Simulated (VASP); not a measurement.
# Ga17SiN18 (a cell with a defect) in VASP: single point with PBE

Aim: the single point of Ga17SiN18 (a cell with a defect) with PBE.

Program: VASP 6.6.1. These are calculated values, not measurements. Logs are shortened: lines on timing, memory, paths and dates and some standing lists are left out, and cuts for length are marked.

### 1 The cell of the first run

The cell holds a defect, 36 atoms: a = 7.653 Å, b = 7.653 Å, c = 7.653 Å, α = 78.22°, β = 78.22°, γ = 78.22°.

### 2 Single point, PBE

INCAR

```
PREC = Accurate
ENCUT = 520
EDIFF = 1E-7
ISMEAR = 0
SIGMA = 0.01
LREAL = Auto
LASPH = T
NELM = 80
ALGO = Normal
ISIF = 2
LWAVE = F
LCHARG = F
GGA = PE
NELECT = 314.0
NBANDS = 182
```

KPOINTS

```
Automatic mesh
0
Gamma
  2 2 2
  0.5 0.5 0.5
```

POSCAR

```
Ga17SiN18
1.0
    0.0000000000      5.5743817476     -5.2431683713
    4.8275562038     -2.7871908738     -5.2431683713
   -4.8275562038     -2.7871908738     -5.2431683713
Si Ga N
1 17 18
Direct
    0.9443428918      0.2790228062      0.2777325847
    0.2782333896      0.9461767263      0.2747344826
    0.9413554237      0.6129008071      0.9448417853
    0.6114159158      0.6128205617      0.2748272667
    0.2782326060      0.2758988875      0.9448591737
    0.9413460526      0.9462137043      0.6116738463
    0.6106169926      0.9453033781      0.9440577079
    0.2775903093      0.6121912970      0.6110438941
    0.6113945883      0.2759409591      0.6116872139
    0.8908513762      0.8908842115      0.2242451593
    0.2207877189      0.5555012522      0.2245567587
    0.8907244803      0.2254293306      0.8899776556
    0.5564705892      0.2254810546      0.2241949216
    0.2224246357      0.8892781199      0.8879632866
    0.8911864660      0.5555621410      0.5543183719
    0.5545699790      0.5571157900      0.8880489146
    0.2207427860      0.2258761657      0.5542339100
    0.5544871602      0.8892797209      0.5558357939
    0.8295883207      0.1640863108      0.1630071014
    0.1521642073      0.8186593815      0.1515046895
    0.8180936203      0.4868344884      0.8173761577
    0.4839380433      0.4868515062      0.1515538643
    0.1521353655      0.1528148067      0.8173365026
    0.8180372173      0.8187218202      0.4855787027
    0.4854462858      0.8201169705      0.8188521814
    0.1525418393      0.4872964491      0.4859592211
    0.4839336100      0.1528057527      0.4855762313
    0.0837114354      0.1123834334      0.4171193318
    0.4295700915      0.7642284212      0.4293649530
    0.0837569283      0.4183673335      0.1110921130
    0.7776762156      0.4183642426      0.4171979222
    0.4327736927      0.0988398348      0.0976531642
    0.0959300649      0.7642305269      0.7630031812
    0.7641884625      0.7673163891      0.0976750870
    0.4295942717      0.4306111483      0.7630549274
    0.7641926902      0.0988642721      0.7661778410
```

Potentials or basis: VASP PAW PBE potentials, release 64 (Si, Ga_d, N).

Launch:

```sh
cat potpaw_PBE.64/Si/POTCAR potpaw_PBE.64/Ga_d/POTCAR potpaw_PBE.64/N/POTCAR > POTCAR
mpirun -np 1 vasp_std > vasp.out
```

OUTCAR:

```text
PREC = Accurate
   ENCUT = 520
   EDIFF = 1E-7
   ISMEAR = 0
   LREAL = Auto
   LASPH = T
   NELM = 80
   ISIF = 2
   GGA = PE
   NELECT = 314.0

 ion  position               nearest neighbor table
   1  0.944  0.279  0.278-  28 1.80  30 1.80  31 1.80  19 1.81
   2  0.278  0.946  0.275-  32 1.97  20 1.98  29 1.98  28 2.04
   3  0.941  0.613  0.945-  34 1.97  21 1.98  33 1.98  30 2.04
   4  0.611  0.613  0.275-  34 1.97  22 1.98  29 1.98  31 2.04
   5  0.278  0.276  0.945-  32 1.97  23 1.98  35 1.98  30 2.04
   6  0.941  0.946  0.612-  36 1.97  24 1.98  33 1.98  28 2.04
[... 28 lines left out ...]
  35  0.430  0.431  0.763-   8 1.97  16 1.97   9 1.98   5 1.98
  36  0.764  0.099  0.766-   6 1.97   9 1.97   7 1.97  12 1.98

  LATTYP: Found a trigonal (rhomboedric) cell.
 ALAT       =     7.6527476398
 COS(alpha) =     0.2041157896

  Lattice vectors:

 A1 = (   0.0000000000,   5.5743817476,  -5.2431683713)
 A2 = (   4.8275562038,  -2.7871908738,  -5.2431683713)
 A3 = (  -4.8275562038,  -2.7871908738,  -5.2431683713)

Analysis of symmetry for initial positions (statically):
=====================================================================
 Subroutine PRICEL returns:
 Original cell was already a primitive cell.

 Routine SETGRP: Setting up the symmetry group for a
 trigonal (rhombohedral) supercell.

 Subroutine GETGRP returns: Found  1 space group operations
 (whereof  1 operations were pure point group operations)
 out of a pool of 12 trial point group operations.

The static configuration has the point symmetry C_1 .

Analysis of symmetry for dynamics (positions and initial velocities):
=====================================================================
 Subroutine PRICEL returns:
 Original cell was already a primitive cell.

 Routine SETGRP: Setting up the symmetry group for a
 trigonal (rhombohedral) supercell.

 Subroutine GETGRP returns: Found  1 space group operations
 (whereof  1 operations were pure point group operations)
 out of a pool of 12 trial point group operations.

The dynamic configuration has the point symmetry C_1 .

 Subroutine INISYM returns: Found  1 space group operations
 (whereof  1 operations are pure point group operations),
 and found     1 'primitive' translations

[... 143 lines left out ...]
   EDIFFG = 0.1E-05   stopping-criterion for IOM
   NSW    =      0    number of steps for IOM
   IBRION =     -1    ionic relax: 0-MD 1-quasi-New 2-CG
   NFREE  =      0    steps in history (QN), initial steepest desc. (CG)
   ISIF   =      2    stress and relaxation
   ISYM   =      2    0-nonsym 1-usesym 2-fastsym
   POTIM  = 0.5000    time-step for ionic-motion
   TEBEG  =    0.0;   TEEND  =   0.0 temperature during run
   PSTRESS=    0.0 pullay stress
   NELECT =     314.0000    total number of electrons
   NUPDOWN=      -1.0000    fix difference up-down
   EMIN   =  10.00;   EMAX   =-10.00  energy-range for DOS
   EFERMI =   0.00;   METHOD = LEGACY
   ISMEAR =     0;   SIGMA  =   0.01  broadening in eV -4-tet -1-fermi 0-gaus
   EFERMI_NEDOS =   21; number of points for ismear=-14 and -15
   IALGO  =     38    algorithm
   IMIX   =      4    mixing-type and parameters
     AMIX     =   0.40;   BMIX     =  1.00
     AMIX_MAG =   1.60;   BMIX_MAG =  1.00
  volume/ion in A,a.u.               =      11.76        79.35
  Fermi-wavevector in a.u.,A,eV,Ry     =   1.481966  2.800510 29.881446  2.196224
  Thomas-Fermi vector in A             =   2.595811
   LORBIT       =      0    0 simple, 1 ext, 2 COOP (PROOUT), +10 PAW based schemes
   GGA     = PE    functional components
   LHFCALC =     F    Hartree Fock is set to
   AEXX    =    0.0000 exact exchange contribution
   IVDW    =     0    specifies the selected vdW correction
   LEPSILON=     F    determine dielectric tensor
   LRPA    =     F    only Hartree local field effects (RPA)
 non-spin polarized calculation
 Gauss-broadening in eV      SIGMA  =   0.01
  energy-cutoff  :      520.00
  volume of cell :      423.29
 maximum number of plane-waves:     11401
 NGX is ok and might be reduce to    60
   NGX = 29   NGY = 29   NGZ = 29

 number of electron     314.0000046 magnetization

 Free energy of the ion-electron system (eV)
  ---------------------------------------------------
  ext. energy  EPLUGINS =         0.00000000
  ---------------------------------------------------
  free energy    TOTEN  =      -229.31219734 eV

  energy without entropy =     -229.31219734  energy(sigma->0) =     -229.31219734

 E-fermi :   4.9110     XC(G=0): -11.4373

 val. band max:        4.8395107336   @ k =   0.2500   0.2500   0.2500
 cond. band min:       7.9286537296   @ k =   0.2500   0.2500   0.2500
 fundamental gap:      3.0891429960
 Fermi energy:         4.9110405603

 k-point     1 :       0.2500    0.2500    0.2500
  band No.  band energies     occupation
      1     -10.7743      2.00000
      2     -10.2068      2.00000
      3      -9.9404      2.00000
      4      -9.9401      2.00000
      5      -9.8998      2.00000
      6      -9.8256      2.00000
[... 677 lines left out ...]
    168      10.5271      0.00000
    169      10.5645      0.00000
 [bands above 169 left out]

------------------------ aborting loop because EDIFF is reached ----------------------------------------

  FORCE on cell =-STRESS in cart. coord.  units (eV):
  Direction    XX          YY          ZZ          XY          YZ          ZX
  --------------------------------------------------------------------------------------
  -------------------------------------------------------------------------------------
  Total      -16.3211618    -16.3154208    -16.2385101      0.0201129      0.0046521      0.0022603
  in kB      -61.7763931    -61.7546632    -61.4635525      0.0761281      0.0176084      0.0085553
  external PRESSURE =     -61.6648696 kB  Pullay stress =       0.0000000 kB

 VOLUME and BASIS-vectors are now :
 -----------------------------------------------------------------------------
  energy-cutoff  :      520.00
  volume of cell :      423.29
      direct lattice vectors                 reciprocal lattice vectors
     0.000000000  5.574381748 -5.243168371     0.000000000  0.119594728 -0.063574791
     4.827556204 -2.787190874 -5.243168371     0.103572072 -0.059797364 -0.063574791
    -4.827556204 -2.787190874 -5.243168371    -0.103572072 -0.059797364 -0.063574791

 POSITION                                       TOTAL-FORCE (eV/Angst)
 -----------------------------------------------------------------------------------
      0.00623      3.71234     -7.87051        -0.005966     -0.004938      0.006628
      3.24143     -1.85193     -7.86027         0.001120      0.013685     -0.000912
     -1.60246      0.90575    -13.10319        -0.001974     -0.018784     -0.001928
      1.63168      0.93422     -7.85984         0.017101      0.008124     -0.008488
     -3.22944     -1.85151     -7.85946        -0.005731      0.008898     -0.010985
      1.61501      0.90529    -13.10390        -0.008251     -0.011734      0.007342
[... 28 lines left out ...]
     -1.60489     -0.93225     -8.51103         0.006312     -0.005298      0.000847
     -3.22149      1.84886     -8.54235         0.000767     -0.001358      0.000358
 -----------------------------------------------------------------------------------
    total drift:                               -0.008393      0.005928     -0.012729

  FREE ENERGIE OF THE ION-ELECTRON SYSTEM (eV)
  ---------------------------------------------------
  free  energy   TOTEN  =      -229.3121973377 eV

  energy  without entropy=     -229.3121973377  energy(sigma->0) =     -229.31219734
```

OSZICAR:

```text
N       E                     dE             d eps       ncg     rms          rms(c)
DAV:   1     0.553345551469E+04    0.55335E+04   -0.11802E+05  1528   0.314E+03
DAV:   2     0.126090146507E+04   -0.42726E+04   -0.40755E+04  1456   0.925E+02
[... 14 lines left out ...]
DAV:  17    -0.229312197787E+03   -0.21288E-06   -0.37680E-05  1888   0.509E-02    0.109E-02
DAV:  18    -0.229312196447E+03    0.13398E-05   -0.95117E-06  2184   0.380E-02    0.293E-03
DAV:  19    -0.229312196630E+03   -0.18292E-06   -0.57262E-06  2200   0.153E-02    0.248E-03
DAV:  20    -0.229312197133E+03   -0.50311E-06   -0.22513E-06  1600   0.696E-03    0.177E-03
DAV:  21    -0.229312197281E+03   -0.14831E-06   -0.20996E-07  1072   0.656E-03    0.103E-03
DAV:  22    -0.229312197338E+03   -0.56330E-07   -0.10311E-07   896   0.276E-03
   1 F= -.22931220E+03 E0= -.22931220E+03  d E =-.137438E-24
```

stdout:

```text
POSCAR found type information on POSCAR SiGaN
 POSCAR found :  3 types and      36 ions
 scaLAPACK will be used
 LDA part: xc-table for (Slater+PW92), standard interpolation
 POSCAR, INCAR and KPOINTS ok, starting setup
 FFT: planning ... GRIDC
 FFT: planning ... GRID_SOFT
 FFT: planning ... GRID
 WAVECAR not read
 entering main loop
 the old and the new charge density differ
 old charge density:   315.00000 new  314.00000
    0.325E+01
```

Wall time 15 min (1 thread of Intel Xeon Platinum 8259CL at 2.50GHz (Skylake/Cascade Lake), shared host); peak memory 0.6 GiB.

What came out:

```
Free energy   : -229.3122 eV
Largest force : 0.027 eV/Å
```

Forces on the atoms (eV/Å):
```
Si  -0.006 -0.005  0.007
Ga   0.001  0.014 -0.001
Ga  -0.002 -0.019 -0.002
Ga   0.017  0.008 -0.008
Ga  -0.006  0.009 -0.011
Ga  -0.008 -0.012  0.007
Ga  -0.007  0.006 -0.013
Ga   0.006 -0.001 -0.001
Ga  -0.009  0.006 -0.010
Ga   0.002 -0.007  0.008
Ga   0.005  0.007 -0.025
Ga   0.014  0.008  0.013
Ga  -0.004 -0.010  0.012
Ga  -0.002 -0.003 -0.008
Ga   0.003 -0.010 -0.012
Ga   0.001  0.003 -0.008
Ga  -0.002  0.008 -0.024
Ga   0.003  0.007 -0.011
N    0.006 -0.005 -0.005
N   -0.004  0.011  0.008
N    0.000 -0.001  0.005
N    0.001 -0.003  0.011
N   -0.002  0.003  0.010
N   -0.014  0.003  0.004
N    0.000 -0.003  0.010
N   -0.003  0.002  0.012
N   -0.003 -0.009  0.012
N   -0.003  0.002  0.004
N   -0.008 -0.010 -0.003
N    0.002 -0.001  0.009
N    0.002  0.002  0.007
N    0.005 -0.004  0.004
N    0.004  0.010 -0.007
N    0.004  0.001  0.006
N    0.006 -0.005  0.001
N    0.001 -0.001  0.000
```

Levels at points of the mesh, in eV from the Fermi level:
```csv
k point,band 154,band 155,band 156,band 157,band 158,band 159,band 160,band 161
"(0.25, 0.25, 0.25)",-0.65,-0.58,-0.07,-0.07,3.02,4.16,4.45,4.45
```

Caveat: the cell carries a net charge on a neutralising background, which shifts energy and pressure; the cell is charged against a uniform background, so pressure and absolute levels hang on convention.
